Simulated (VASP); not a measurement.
# Cs (P6_3/mmc) in VASP: notebook, part 2 of 2

VASP 6.6.1. Earlier steps stand in the parts before.

**4. Single point, r2SCAN**

This run uses another cell than the first one, of 124.71 Å³/atom.

Input file POSCAR:

```
Cs
1.0
    5.6075241495      0.0000000000      0.0000000000
   -2.8037620748      4.8562583658      0.0000000000
    0.0000000000      0.0000000000      9.1589561110
Cs
2
Direct
    0.3333333333      0.6666666667      0.7500000000
    0.6666666667      0.3333333333      0.2500000000
```

Input file INCAR.step1:

```
SYSTEM = Cs
ALGO = Normal
EDIFF = 1E-4
ENCUT = 520
GGA = PE
ISMEAR = 0
LASPH = .True.
LCHARG = .False.
LREAL = .False.
LWAVE = .True.
NBANDS = 16
NELM = 80
PREC = Accurate
SIGMA = 0.05
```

Input file INCAR.step2:

```
SYSTEM = Cs
ALGO = Normal
EDIFF = 1E-7
ENCUT = 520
ISIF = 2
ISMEAR = 0
ISTART = 1
LASPH = .True.
LCHARG = .False.
LMIXTAU = .True.
LREAL = .False.
LWAVE = .False.
METAGGA = R2SCAN
NBANDS = 16
NELM = 80
PREC = Accurate
SIGMA = 0.05
```

Input file KPOINTS:

```
k-points
0
Gamma
  10 10 6
  0 0 0
```

Potentials or basis: VASP PAW PBE potentials, release 64 (Cs_sv).

Launch:

```bash
$ cat potpaw_PBE.64/Cs_sv/POTCAR > POTCAR
$ cp INCAR.step1 INCAR
$ mpirun -np 1 vasp_std > vasp.out
$ cp INCAR.step2 INCAR
$ mpirun -np 1 vasp_std > vasp.out
```

OUTCAR:

```text
SYSTEM = Cs
   EDIFF = 1E-7
   ENCUT = 520
   ISIF = 2
   ISMEAR = 0
   ISTART = 1
   LASPH = .True.
   LREAL = .False.
   METAGGA = R2SCAN
   NELM = 80
   PREC = Accurate

 ion  position               nearest neighbor table
   1  0.333  0.667  0.750-
   2  0.667  0.333  0.250-

  LATTYP: Found a hexagonal cell.
 ALAT       =     5.6075241495
 C/A-ratio  =     1.6333333334

  Lattice vectors:

 A1 = (   5.6075241495,   0.0000000000,   0.0000000000)
 A2 = (  -2.8037620748,   4.8562583658,   0.0000000000)
 A3 = (   0.0000000000,   0.0000000000,   9.1589561110)

Analysis of symmetry for initial positions (statically):
=====================================================================
 Subroutine PRICEL returns:
 Original cell was already a primitive cell.

 Routine SETGRP: Setting up the symmetry group for a
 hexagonal supercell.

 Subroutine GETGRP returns: Found 24 space group operations
 (whereof 12 operations were pure point group operations)
 out of a pool of 24 trial point group operations.

The static configuration has the point symmetry D_3d.
 The point group associated with its full space group is D_6h.

Analysis of symmetry for dynamics (positions and initial velocities):
=====================================================================
 Subroutine PRICEL returns:
 Original cell was already a primitive cell.

 Routine SETGRP: Setting up the symmetry group for a
 hexagonal supercell.

 Subroutine GETGRP returns: Found 24 space group operations
 (whereof 12 operations were pure point group operations)
 out of a pool of 24 trial point group operations.

The dynamic configuration has the point symmetry D_3d.
 The point group associated with its full space group is D_6h.

 Subroutine INISYM returns: Found 24 space group operations
 (whereof 12 operations are pure point group operations),
 and found     1 'primitive' translations

----------------------------------------------------------------------------------------

                                     Primitive cell

  volume of cell :     249.4129

  direct lattice vectors                    reciprocal lattice vectors
     5.607524149  0.000000000  0.000000000     0.178331822  0.102959926  0.000000000
    -2.803762075  4.856258366  0.000000000     0.000000000  0.205919851  0.000000000
     0.000000000  0.000000000  9.158956111     0.000000000  0.000000000  0.109182748

  length of vectors
     5.607524149  5.607524150  9.158956111     0.205919851  0.205919851  0.109182748

  position of ions in fractional coordinates (direct lattice)
     0.333333333  0.666666667  0.750000000
     0.666666667  0.333333333  0.250000000

  ion indices of the primitive-cell ions
   primitive index   ion index
                 1           1
                 2           2

----------------------------------------------------------------------------------------

 KPOINTS: k-points

Automatic generation of k-mesh.
 Grid dimensions read from file:
 generate k-points for:   10   10    6

 Generating k-lattice:

  Cartesian coordinates                     Fractional coordinates (reciprocal lattice)
     0.017833182  0.010295993  0.000000000     0.100000000  0.000000000  0.000000000
     0.000000000  0.020591985  0.000000000     0.000000000  0.100000000  0.000000000
     0.000000000  0.000000000  0.018197125     0.000000000  0.000000000  0.166666667

  Length of vectors
     0.020591985  0.020591985  0.018197125

  Shift w.r.t. Gamma in fractional coordinates (k-lattice)
     0.000000000  0.000000000  0.000000000

 Subroutine IBZKPT returns following result:
 ===========================================

 Found     56 irreducible k-points:

 Following reciprocal coordinates:
            Coordinates               Weight
  0.000000  0.000000  0.000000      1.000000
  0.100000  0.000000  0.000000      6.000000
  0.200000  0.000000  0.000000      6.000000
  0.300000  0.000000  0.000000      6.000000
  0.400000  0.000000  0.000000      6.000000
  0.500000  0.000000  0.000000      3.000000
[... 16 lines left out ...]
  0.300000  0.100000  0.166667     24.000000
  0.400000  0.100000  0.166667     24.000000
 [... further k-points ...]
   k-points           NKPTS =     56   k-points in BZ     NKDIM =     56   number of bands    NBANDS=     16
   number of dos      NEDOS =    301   number of ions     NIONS =      2
   total plane-waves  NPLWV = 123480
   dimension x,y,z NGX =    42 NGY =   42 NGZ =   70
   dimension x,y,z NGXF=    84 NGYF=   84 NGZF=  140
   ions per type =               2
   NGX,Y,Z   is equivalent  to a cutoff of  12.45, 12.45, 12.71 a.u.
   NGXF,Y,Z  is equivalent  to a cutoff of  24.90, 24.90, 25.41 a.u.
 SYSTEM =  Cs
   PREC   = accura    normal or accurate (medium, high low for compatibility)
   ISTART =      1    job   : 0-new  1-cont  2-samecut
   ICHARG =      0    charge: 1-file 2-atom 10-const
   ISPIN  =      1    spin polarized calculation?
   LNONCOLLINEAR =      F non collinear calculations
   LSORBIT =      F    spin-orbit coupling
   LASPH  =      T    aspherical Exc in radial PAW
   ENCUT  =  520.0 eV  38.22 Ry    6.18 a.u.  10.43 10.43 17.03*2*pi/ulx,y,z
   NELM   =     80;   NELMIN=  2; NELMDL=  0     # of ELM steps
   EDIFF  = 0.1E-06   stopping-criterion for ELM
   LREAL  =      F    real-space projection
   EDIFFG = 0.1E-05   stopping-criterion for IOM
   NSW    =      0    number of steps for IOM
   IBRION =     -1    ionic relax: 0-MD 1-quasi-New 2-CG
   NFREE  =      0    steps in history (QN), initial steepest desc. (CG)
   ISIF   =      2    stress and relaxation
   ISYM   =      2    0-nonsym 1-usesym 2-fastsym
   POTIM  = 0.5000    time-step for ionic-motion
   TEBEG  =    0.0;   TEEND  =   0.0 temperature during run
   PSTRESS=    0.0 pullay stress
   NELECT =      18.0000    total number of electrons
   NUPDOWN=      -1.0000    fix difference up-down
   EMIN   =  10.00;   EMAX   =-10.00  energy-range for DOS
   EFERMI =   0.00;   METHOD = LEGACY
   ISMEAR =     0;   SIGMA  =   0.05  broadening in eV -4-tet -1-fermi 0-gaus
   EFERMI_NEDOS =   21; number of points for ismear=-14 and -15
   IALGO  =     38    algorithm
   IMIX   =      4    mixing-type and parameters
     AMIX     =   0.40;   BMIX     =  1.00
     AMIX_MAG =   1.60;   BMIX_MAG =  1.00
  volume/ion in A,a.u.               =     124.71       841.56
  Fermi-wavevector in a.u.,A,eV,Ry     =   0.681594  1.288027  6.320872  0.464571
  Thomas-Fermi vector in A             =   1.760422
   LORBIT       =      0    0 simple, 1 ext, 2 COOP (PROOUT), +10 PAW based schemes
   METAGGA = R2SCAN    functional components
   LHFCALC =     F    Hartree Fock is set to
   AEXX    =    0.0000 exact exchange contribution
   IVDW    =     0    specifies the selected vdW correction
   LEPSILON=     F    determine dielectric tensor
   LRPA    =     F    only Hartree local field effects (RPA)
 non-spin polarized calculation
 Gauss-broadening in eV      SIGMA  =   0.05
  energy-cutoff  :      520.00
  volume of cell :      249.41
 maximum number of plane-waves:      6766
 NGX is ok and might be reduce to    42
   NGX = 21   NGY = 21   NGZ = 35

 number of electron      17.9999998 magnetization

 Free energy of the ion-electron system (eV)
  ---------------------------------------------------
  ext. energy  EPLUGINS =         0.00000000
  ---------------------------------------------------
  free energy    TOTEN  =       -50.03525918 eV

  energy without entropy =      -50.03212529  energy(sigma->0) =      -50.03369224

 E-fermi :   0.3372     XC(G=0):  -5.4326

 val. band max:        0.3313063426   @ k =   0.4000   0.0000   0.5000
 cond. band min:       0.3459454172   @ k =   0.1000   0.1000   0.1667
 fundamental gap:      0.0146390746
 Fermi energy:         0.3372417579

 k-point     1 :       0.0000    0.0000    0.0000
  band No.  band energies     occupation
      1     -24.4899      2.00000
      2     -24.4853      2.00000
      3     -10.9725      2.00000
      4     -10.8815      2.00000
      5     -10.8815      2.00000
      6     -10.8674      2.00000
[... 8 lines left out ...]
     15       3.3044      0.00000
     16       3.3044      0.00000
[... 419 lines left out ...]
 k-point    24 :       0.4000    0.1000    0.1667
  band No.  band energies     occupation
      1     -24.4852      2.00000
      2     -24.4839      2.00000
      3     -10.9626      2.00000
      4     -10.9477      2.00000
      5     -10.9193      2.00000
      6     -10.9064      2.00000
[... 8 lines left out ...]
     15       2.7813      0.00000
     16       3.8418      0.00000

 [... further k-points ...]
[... 5 lines left out ...]
  --------------------------------------------------------------------------------------
  -------------------------------------------------------------------------------------
  Total        0.0157633      0.0157633     -0.0413809     -0.0000000      0.0000000     -0.0000000
  in kB        0.1012600      0.1012600     -0.2658224     -0.0000000      0.0000000     -0.0000000
  external PRESSURE =      -0.0211008 kB  Pullay stress =       0.0000000 kB

 VOLUME and BASIS-vectors are now :
 -----------------------------------------------------------------------------
  energy-cutoff  :      520.00
  volume of cell :      249.41
      direct lattice vectors                 reciprocal lattice vectors
     5.607524149  0.000000000  0.000000000     0.178331822  0.102959926  0.000000000
    -2.803762075  4.856258366  0.000000000     0.000000000  0.205919851  0.000000000
     0.000000000  0.000000000  9.158956111     0.000000000  0.000000000  0.109182748

 POSITION                                       TOTAL-FORCE (eV/Angst)
 -----------------------------------------------------------------------------------
     -0.00000      3.23751      6.86922         0.000000     -0.000000      0.000000
      2.80376      1.61875      2.28974        -0.000000      0.000000      0.000000
 -----------------------------------------------------------------------------------
    total drift:                               -0.000000      0.000000     -0.000000

  FREE ENERGIE OF THE ION-ELECTRON SYSTEM (eV)
  ---------------------------------------------------
  free  energy   TOTEN  =       -50.0352591794 eV

  energy  without entropy=      -50.0321252927  energy(sigma->0) =      -50.03369224
```

OSZICAR.step1:

```text
N       E                     dE             d eps       ncg     rms          rms(c)
DAV:   1     0.138063479449E+03    0.13806E+03   -0.59165E+03  1792   0.808E+02
DAV:   2     0.168566621232E+02   -0.12121E+03   -0.11649E+03  2776   0.149E+02
DAV:   3    -0.126999924669E+01   -0.18127E+02   -0.18042E+02  2256   0.628E+01
DAV:   4    -0.169163321928E+01   -0.42163E+00   -0.42155E+00  2464   0.109E+01
DAV:   5    -0.169486519641E+01   -0.32320E-02   -0.32319E-02  2448   0.980E-01    0.180E-01
DAV:   6    -0.169661273363E+01   -0.17475E-02   -0.28227E-03  2496   0.249E-01    0.127E-01
DAV:   7    -0.169894077307E+01   -0.23280E-02   -0.55001E-03  2128   0.344E-01    0.481E-02
DAV:   8    -0.169918844595E+01   -0.24767E-03   -0.31159E-04  1928   0.835E-02    0.111E-02
DAV:   9    -0.169919240869E+01   -0.39627E-05   -0.20082E-05  1464   0.265E-02
   1 F= -.16991924E+01 E0= -.16972681E+01  d E =-.384862E-02
```

Run time: 18 min. Hardware: 1 thread of Intel Xeon Platinum 8488C (Sapphire Rapids), shared host; peak memory 0.48 GiB.

What came out:

| Property | Result |
| --- | --- |
| Free energy | -50.0353 eV |
| Pressure | 0.0 GPa |
| Band gap on the k mesh | zero (bands 9 and 10 overlap by 1.71 eV) |

Caveat: the PAW data sets were made with another functional, which shifts forces and pressure a little; spin-orbit coupling is left out, which moves the levels of the heavy elements.

**5. The runs side by side**

| cell | gap on the mesh (eV) | pressure (GPa) |
| --- | --- | --- |
| a = 5.397, b = 5.397, c = 8.815 Å, angles 90.0, 90.0, 120.0°, 2 atoms | none | 0.2 |
| a = 5.605, b = 5.605, c = 9.154 Å, angles 90.0, 90.0, 120.0°, 2 atoms | none | 0.0 |
| a = 5.608, b = 5.608, c = 9.159 Å, angles 90.0, 90.0, 120.0°, 2 atoms | none | 0.0 |

Alike in all rows: task single point; level r2SCAN; potentials or basis VASP PAW PBE potentials, release 64 (Cs_sv); no spin polarisation; k mesh 10 × 10 × 6; cutoff (eV) 520; smearing gaussian 0.05 eV.

Caveats: the PAW data sets were made with another functional, which shifts forces and pressure a little; spin-orbit coupling is left out, which moves the levels of the heavy elements.

Absolute energies hang on the potentials; compare differences alone.

The gap in the log of VASP goes by the Fermi energy; the results here count the filled bands.